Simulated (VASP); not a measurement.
# Os (P6_3/mmc) in VASP: notebook

Runs on Os. Level: PBEsol. Tasks: single point.

Program: VASP 6.6.1. These are calculated values, not measurements. Logs are shortened: lines on timing, memory, paths and dates and some standing lists are left out, and cuts for length are marked.

## (1) The cell of the first run

It takes space group P6_3/mmc (No. 194, hexagonal). The conventional cell has a = 2.681 Å, b = 2.681 Å, c = 8.607 Å, α = 90.00°, β = 90.00°, γ = 120.00°. Within 3.5 Å of Os (site symmetry -3m) lie 12 Os at 2.65 to 2.68 Å. Os (site symmetry -6m2) has 12 Os at 2.65 to 2.68 Å within 3.5 Å.

## (2) Single point, PBEsol (13.39 Å³/atom)

Input file INCAR:

```
  ALGO = Normal
  EDIFF = 1E-6
  ENCUT = 520
  GGA = PS
  ISIF = 2
  ISMEAR = -1
  LASPH = T
  LCHARG = T
  LELF = T
  LREAL = F
  LVHAR = T
  LWAVE = F
  NBANDS = 24
  NELM = 60
  PREC = Accurate
  SIGMA = 0.1
```

Input file KPOINTS:

```
k-points
0
Gamma
  15 15 4
```

Input file POSCAR:

```
Os
1.0
    2.6805960396      0.0000000000      0.0000000000
   -1.3402980198      2.3214642676      0.0000000000
    0.0000000000      0.0000000000      8.6069315779
Os
4
Direct
    0.0000000000      1.0000000000      1.0000000000
    1.0000000000      0.0000000000      0.5000000000
    0.3333333333      0.6666666667      0.2500000000
    0.6666666667      0.3333333333      0.7500000000
```

Potentials or basis: VASP PAW PBE potentials, release 64 (Os).

Run with:

```bash
> cat potpaw_PBE.64/Os/POTCAR > POTCAR
> mpirun -np 1 vasp_std > vasp.out
```

OUTCAR:

```text
EDIFF = 1E-6
   ENCUT = 520
   GGA = PS
   ISIF = 2
   ISMEAR = -1
   LASPH = T
   LREAL = F
   NELM = 60
   PREC = Accurate

 ion  position               nearest neighbor table
   1  0.000  0.000  0.000-   3 2.65   4 2.65   4 2.65   3 2.65   4 2.65   3 2.65
   2  0.000  0.000  0.500-   3 2.65   4 2.65   4 2.65   3 2.65   4 2.65   3 2.65
   3  0.333  0.667  0.250-   1 2.65   2 2.65   1 2.65   2 2.65   1 2.65   2 2.65
   4  0.667  0.333  0.750-   1 2.65   2 2.65   1 2.65   2 2.65   1 2.65   2 2.65

  LATTYP: Found a hexagonal cell.
 ALAT       =     2.6805960396
 C/A-ratio  =     3.2108275364

  Lattice vectors:

 A1 = (   2.6805960396,   0.0000000000,   0.0000000000)
 A2 = (  -1.3402980198,   2.3214642676,   0.0000000000)
 A3 = (   0.0000000000,   0.0000000000,   8.6069315779)

Analysis of symmetry for initial positions (statically):
=====================================================================
 Subroutine PRICEL returns:
 Original cell was already a primitive cell.

 Routine SETGRP: Setting up the symmetry group for a
 hexagonal supercell.

 Subroutine GETGRP returns: Found 24 space group operations
 (whereof 12 operations were pure point group operations)
 out of a pool of 24 trial point group operations.

The static configuration has the point symmetry D_3d.
 The point group associated with its full space group is D_6h.

Analysis of symmetry for dynamics (positions and initial velocities):
=====================================================================
 Subroutine PRICEL returns:
 Original cell was already a primitive cell.

 Routine SETGRP: Setting up the symmetry group for a
 hexagonal supercell.

 Subroutine GETGRP returns: Found 24 space group operations
 (whereof 12 operations were pure point group operations)
 out of a pool of 24 trial point group operations.

The dynamic configuration has the point symmetry D_3d.
 The point group associated with its full space group is D_6h.

 Subroutine INISYM returns: Found 24 space group operations
 (whereof 12 operations are pure point group operations),
 and found     1 'primitive' translations

----------------------------------------------------------------------------------------

                                     Primitive cell

  volume of cell :      53.5601

  direct lattice vectors                    reciprocal lattice vectors
     2.680596040  0.000000000  0.000000000     0.373051361  0.215381304  0.000000000
    -1.340298020  2.321464268  0.000000000     0.000000000  0.430762607  0.000000000
     0.000000000  0.000000000  8.606931578     0.000000000  0.000000000  0.116185425

  length of vectors
     2.680596040  2.680596040  8.606931578     0.430762607  0.430762607  0.116185425

  position of ions in fractional coordinates (direct lattice)
     0.000000000  0.000000000  0.000000000
     0.000000000  0.000000000  0.500000000
     0.333333333  0.666666667  0.250000000
     0.666666667  0.333333333  0.750000000

  ion indices of the primitive-cell ions
   primitive index   ion index
                 1           1
                 2           2
                 3           3
                 4           4

----------------------------------------------------------------------------------------

 KPOINTS: k-points

Automatic generation of k-mesh.
 Grid dimensions read from file:
 generate k-points for:   15   15    4

 Generating k-lattice:

  Cartesian coordinates                     Fractional coordinates (reciprocal lattice)
     0.024870091  0.014358754  0.000000000     0.066666667  0.000000000  0.000000000
     0.000000000  0.028717507  0.000000000     0.000000000  0.066666667  0.000000000
     0.000000000  0.000000000  0.029046356     0.000000000  0.000000000  0.250000000

  Length of vectors
     0.028717507  0.028717507  0.029046356

  Shift w.r.t. Gamma in fractional coordinates (k-lattice)
     0.000000000  0.000000000  0.000000000

 Subroutine IBZKPT returns following result:
 ===========================================

 Found     81 irreducible k-points:

 Following reciprocal coordinates:
            Coordinates               Weight
  0.000000  0.000000  0.000000      1.000000
  0.066667 -0.000000  0.000000      6.000000
  0.133333 -0.000000  0.000000      6.000000
  0.200000 -0.000000  0.000000      6.000000
  0.266667 -0.000000  0.000000      6.000000
  0.333333  0.000000  0.000000      6.000000
[... 16 lines left out ...]
  0.333333  0.200000  0.000000     12.000000
  0.400000  0.200000  0.000000      6.000000
 [... further k-points ...]
   k-points           NKPTS =     81   k-points in BZ     NKDIM =     81   number of bands    NBANDS=     24
   number of dos      NEDOS =    301   number of ions     NIONS =      4
   total plane-waves  NPLWV =  25600
   dimension x,y,z NGX =    20 NGY =   20 NGZ =   64
   dimension x,y,z NGXF=    40 NGYF=   40 NGZF=  128
   ions per type =               4
   NGX,Y,Z   is equivalent  to a cutoff of  12.40, 12.40, 12.36 a.u.
   NGXF,Y,Z  is equivalent  to a cutoff of  24.81, 24.81, 24.72 a.u.
 SYSTEM =  unknown system
   PREC   = accura    normal or accurate (medium, high low for compatibility)
   ISTART =      0    job   : 0-new  1-cont  2-samecut
   ICHARG =      2    charge: 1-file 2-atom 10-const
   ISPIN  =      1    spin polarized calculation?
   LNONCOLLINEAR =      F non collinear calculations
   LSORBIT =      F    spin-orbit coupling
   LASPH  =      T    aspherical Exc in radial PAW
   ENCUT  =  520.0 eV  38.22 Ry    6.18 a.u.   4.98  4.98 16.00*2*pi/ulx,y,z
   NELM   =     60;   NELMIN=  2; NELMDL= -5     # of ELM steps
   EDIFF  = 0.1E-05   stopping-criterion for ELM
   LREAL  =      F    real-space projection
   EDIFFG = 0.1E-04   stopping-criterion for IOM
   NSW    =      0    number of steps for IOM
   IBRION =     -1    ionic relax: 0-MD 1-quasi-New 2-CG
   NFREE  =      0    steps in history (QN), initial steepest desc. (CG)
   ISIF   =      2    stress and relaxation
   ISYM   =      2    0-nonsym 1-usesym 2-fastsym
   POTIM  = 0.5000    time-step for ionic-motion
   TEBEG  =    0.0;   TEEND  =   0.0 temperature during run
   PSTRESS=    0.0 pullay stress
   NELECT =      32.0000    total number of electrons
   NUPDOWN=      -1.0000    fix difference up-down
   EMIN   =  10.00;   EMAX   =-10.00  energy-range for DOS
   EFERMI =   0.00;   METHOD = LEGACY
   ISMEAR =    -1;   SIGMA  =   0.10  broadening in eV -4-tet -1-fermi 0-gaus
   EFERMI_NEDOS =   21; number of points for ismear=-14 and -15
   IALGO  =     38    algorithm
   IMIX   =      4    mixing-type and parameters
     AMIX     =   0.40;   BMIX     =  1.00
     AMIX_MAG =   1.60;   BMIX_MAG =  1.00
  volume/ion in A,a.u.               =      13.39        90.36
  Fermi-wavevector in a.u.,A,eV,Ry     =   1.378831  2.605612 25.867041  1.901174
  Thomas-Fermi vector in A             =   2.503856
   LORBIT       =      0    0 simple, 1 ext, 2 COOP (PROOUT), +10 PAW based schemes
   GGA     = PS    functional components
   LHFCALC =     F    Hartree Fock is set to
   AEXX    =    0.0000 exact exchange contribution
   IVDW    =     0    specifies the selected vdW correction
   LEPSILON=     F    determine dielectric tensor
   LRPA    =     F    only Hartree local field effects (RPA)
 non-spin polarized calculation
  energy-cutoff  :      520.00
  volume of cell :       53.56
 maximum number of plane-waves:      1470
 NGX is ok and might be reduce to    20
   NGX =  9   NGY =  9   NGZ = 33

 number of electron      31.9999998 magnetization

 Free energy of the ion-electron system (eV)
  ---------------------------------------------------
  ext. energy  EPLUGINS =         0.00000000
  ---------------------------------------------------
  free energy    TOTEN  =       -48.47104118 eV

  energy without entropy =      -48.37072252  energy(sigma->0) =      -48.42088185

 E-fermi :   9.9728     XC(G=0): -14.4032

 val. band max:        9.9689237623   @ k =   0.1333  -0.0000   0.2500
 cond. band min:       9.9785063203   @ k =   0.2667   0.2667   0.2500
 fundamental gap:      0.0095825580
 Fermi energy:         9.9727746339

 k-point     1 :       0.0000    0.0000    0.0000
  band No.  band energies     occupation
      1      -1.4140      2.00000
      2       1.0357      2.00000
      3       1.0384      2.00000
      4       1.7278      2.00000
      5       6.0581      2.00000
      6       6.0912      2.00000
[... 16 lines left out ...]
     23      12.3245      0.00000
     24      12.3245      0.00000

 k-point     2 :       0.0667   -0.0000    0.0000
  band No.  band energies     occupation
      1      -1.2216      2.00000
      2       1.2166      2.00000
      3       1.2201      2.00000
      4       1.9074      2.00000
      5       5.7445      2.00000
      6       5.9398      2.00000
[... 16 lines left out ...]
     23      12.3589      0.00000
     24      13.1656      0.00000

 k-point     3 :       0.1333   -0.0000    0.0000
  band No.  band energies     occupation
      1      -0.6695      2.00000
      2       1.7025      2.00000
      3       1.7095      2.00000
      4       2.3978      2.00000
      5       5.1815      2.00000
      6       5.5630      2.00000
[... 16 lines left out ...]
     23      12.4584      0.00000
     24      14.7424      0.00000
[... 514 lines left out ...]
 k-point    23 :       0.3333    0.2000    0.0000
  band No.  band energies     occupation
      1       2.6995      2.00000
      2       2.7894      2.00000
      3       3.6072      2.00000
      4       4.0024      2.00000
      5       4.2402      2.00000
      6       4.5158      2.00000
[... 16 lines left out ...]
     23      16.3141      0.00000
     24      17.4041      0.00000

 k-point    24 :       0.4000    0.2000    0.0000
  band No.  band energies     occupation
      1       2.6101      2.00000
      2       2.7615      2.00000
      3       3.5217      2.00000
      4       4.2072      2.00000
      5       4.4570      2.00000
      6       4.6112      2.00000
[... 16 lines left out ...]
     23      16.9499      0.00000
     24      17.1609      0.00000

 [... further k-points ...]

------------------------ aborting loop because EDIFF is reached ----------------------------------------

  FORCE on cell =-STRESS in cart. coord.  units (eV):
  Direction    XX          YY          ZZ          XY          YZ          ZX
  --------------------------------------------------------------------------------------
  -------------------------------------------------------------------------------------
  Total        6.4042783      6.4042783      7.3227430      0.0000000      0.0000000      0.0000000
  in kB      191.5750955    191.5750955    219.0496933      0.0000000      0.0000000      0.0000000
  external PRESSURE =     200.7332948 kB  Pullay stress =       0.0000000 kB

 VOLUME and BASIS-vectors are now :
 -----------------------------------------------------------------------------
  energy-cutoff  :      520.00
  volume of cell :       53.56
      direct lattice vectors                 reciprocal lattice vectors
     2.680596040  0.000000000  0.000000000     0.373051361  0.215381304  0.000000000
    -1.340298020  2.321464268  0.000000000     0.000000000  0.430762607  0.000000000
     0.000000000  0.000000000  8.606931578     0.000000000  0.000000000  0.116185425

 POSITION                                       TOTAL-FORCE (eV/Angst)
 -----------------------------------------------------------------------------------
      0.00000      0.00000      0.00000         0.000000      0.000000     -0.000000
      0.00000      0.00000      4.30347        -0.000000      0.000000     -0.000000
     -0.00000      1.54764      2.15173         0.000000     -0.000000      0.000000
      1.34030      0.77382      6.45520        -0.000000      0.000000     -0.000000
 -----------------------------------------------------------------------------------
    total drift:                                0.000000     -0.000000      0.000000

  FREE ENERGIE OF THE ION-ELECTRON SYSTEM (eV)
  ---------------------------------------------------
  free  energy   TOTEN  =       -48.4710411757 eV

  energy  without entropy=      -48.3707225160  energy(sigma->0) =      -48.42088185
```

Wall time 2 min (1 thread of Oxide Virtual Turin-like, shared host); peak memory 0.18 GiB.

What came out:

| Item | Value |
| --- | --- |
| Free energy | -48.4710 eV |
| Pressure | 20.1 GPa |
| Band gap on the k mesh | zero (bands 16 and 17 overlap by 3.87 eV) |

Levels at points of the mesh, in eV from the Fermi level:
| k point | band 13 | band 14 | band 15 | band 16 | band 17 | band 18 | band 19 | band 20 |
| --- | --- | --- | --- | --- | --- | --- | --- | --- |
| (0.00, 0.00, 0.00) | -2.82 | -2.66 | -2.66 | -0.90 | -0.90 | -0.17 | 0.03 | 0.03 |
| (0.00, 0.00, 0.50) | -3.05 | -3.05 | -2.10 | -2.10 | -0.34 | -0.34 | -0.34 | -0.34 |

Caveat: the cell stands under pressure; the PAW data sets were made with another functional, which shifts forces and pressure a little; spin-orbit coupling is left out, which moves the levels of the heavy elements.

## (3) Single point, PBEsol (13.95 Å³/atom)

This run uses another cell than the first one, of 13.95 Å³/atom.

Input file INCAR:

```
ALGO = Normal
EDIFF = 1E-7
ENCUT = 520
GGA = PS
ISIF = 2
ISMEAR = -1
LASPH = True
LCHARG = True
LELF = True
LREAL = False
LVHAR = True
LWAVE = False
NBANDS = 24
NELM = 60
PREC = Accurate
SIGMA = 0.1
```

KPOINTS is that of step 2.

Input file POSCAR:

```
Os
1.0
    2.7173210969      0.0000000000      0.0000000000
   -1.3586605484      2.3532691001      0.0000000000
    0.0000000000      0.0000000000      8.7248494031
Os
4
Direct
    0.0000000000      1.0000000000      1.0000000000
    1.0000000000      0.0000000000      0.5000000000
    0.3333333333      0.6666666667      0.2500000000
    0.6666666667      0.3333333333      0.7500000000
```

Potentials or basis: VASP PAW PBE potentials, release 64 (Os).

Run with:

```bash
> cat potpaw_PBE.64/Os/POTCAR > POTCAR
> mpirun -np 1 vasp_std > vasp.out
```

OUTCAR:

```text
EDIFF = 1E-7
   ENCUT = 520
   GGA = PS
   ISIF = 2
   ISMEAR = -1
   LASPH = True
   LREAL = False
   NELM = 60
   PREC = Accurate

 ion  position               nearest neighbor table
   1  0.000  0.000  0.000-   3 2.69   4 2.69   3 2.69   4 2.69   4 2.69   3 2.69
   2  0.000  0.000  0.500-   3 2.69   4 2.69   3 2.69   4 2.69   4 2.69   3 2.69
   3  0.333  0.667  0.250-   1 2.69   2 2.69   1 2.69   2 2.69   1 2.69   2 2.69
   4  0.667  0.333  0.750-   1 2.69   2 2.69   1 2.69   2 2.69   1 2.69   2 2.69

  LATTYP: Found a hexagonal cell.
 ALAT       =     2.7173210969
 C/A-ratio  =     3.2108275364

  Lattice vectors:

 A1 = (   2.7173210969,   0.0000000000,   0.0000000000)
 A2 = (  -1.3586605484,   2.3532691001,   0.0000000000)
 A3 = (   0.0000000000,   0.0000000000,   8.7248494031)

Analysis of symmetry for initial positions (statically):
=====================================================================
 Subroutine PRICEL returns:
 Original cell was already a primitive cell.

 Routine SETGRP: Setting up the symmetry group for a
 hexagonal supercell.

 Subroutine GETGRP returns: Found 24 space group operations
[... 169 lines left out ...]

 E-fermi :   9.3355     XC(G=0): -14.1694

 val. band max:        9.3279626223   @ k =   0.1333   0.0000   0.2500
 cond. band min:       9.3387720944   @ k =   0.4667   0.0667   0.0000
 fundamental gap:      0.0108094722
 Fermi energy:         9.3355313184

 k-point     1 :       0.0000    0.0000    0.0000
  band No.  band energies     occupation
      1      -1.6717      2.00000
      2       0.7064      2.00000
      3       0.7088      2.00000
      4       1.4904      2.00000
      5       5.6260      2.00000
      6       5.6563      2.00000
[... 637 lines left out ...]
     23      15.9509      0.00000
     24      16.1600      0.00000

 [... further k-points ...]

------------------------ aborting loop because EDIFF is reached ----------------------------------------

  FORCE on cell =-STRESS in cart. coord.  units (eV):
  Direction    XX          YY          ZZ          XY          YZ          ZX
  --------------------------------------------------------------------------------------
  -------------------------------------------------------------------------------------
  Total       -0.0985816     -0.0985816      0.5154610     -0.0000000      0.0000000      0.0000000
  in kB       -2.8309753     -2.8309753     14.8025270     -0.0000000      0.0000000      0.0000000
  external PRESSURE =       3.0468588 kB  Pullay stress =       0.0000000 kB

 VOLUME and BASIS-vectors are now :
 -----------------------------------------------------------------------------
  energy-cutoff  :      520.00
  volume of cell :       55.79
      direct lattice vectors                 reciprocal lattice vectors
     2.717321097  0.000000000  0.000000000     0.368009508  0.212470389  0.000000000
    -1.358660548  2.353269100  0.000000000     0.000000000  0.424940777  0.000000000
     0.000000000  0.000000000  8.724849403     0.000000000  0.000000000  0.114615159

 POSITION                                       TOTAL-FORCE (eV/Angst)
 -----------------------------------------------------------------------------------
      0.00000      0.00000      0.00000        -0.000000      0.000000      0.000000
      0.00000      0.00000      4.36242        -0.000000      0.000000      0.000000
     -0.00000      1.56885      2.18121        -0.000000      0.000000      0.000000
      1.35866      0.78442      6.54364         0.000000      0.000000      0.000000
 -----------------------------------------------------------------------------------
    total drift:                                0.000000     -0.000000      0.000000

  FREE ENERGIE OF THE ION-ELECTRON SYSTEM (eV)
  ---------------------------------------------------
  free  energy   TOTEN  =       -48.6092282299 eV

  energy  without entropy=      -48.5024344751  energy(sigma->0) =      -48.55583135
```

It took 2.9 min on 1 thread of Oxide Virtual Turin-like, shared host; peak memory 0.19 GiB.

What came out:

- Free energy: -48.6092 eV
- Pressure: 0.3 GPa
- Band gap on the k mesh: zero (bands 16 and 17 overlap by 3.62 eV)

Stress tensor (GPa, compression positive):
```
-0.28  0.00  0.00
 0.00 -0.28  0.00
 0.00  0.00  1.48
```

Levels at points of the mesh, in eV from the Fermi level:
| k point | band 13 | band 14 | band 15 | band 16 | band 17 | band 18 | band 19 | band 20 |
| --- | --- | --- | --- | --- | --- | --- | --- | --- |
| (0.00, 0.00, 0.00) | -2.65 | -2.51 | -2.51 | -0.85 | -0.85 | -0.17 | 0.03 | 0.03 |
| (0.00, 0.00, 0.50) | -2.87 | -2.87 | -2.03 | -2.03 | -0.33 | -0.33 | -0.33 | -0.33 |

Caveat: the PAW data sets were made with another functional, which shifts forces and pressure a little; spin-orbit coupling is left out, which moves the levels of the heavy elements.

(Continued in part 2 of 2.)
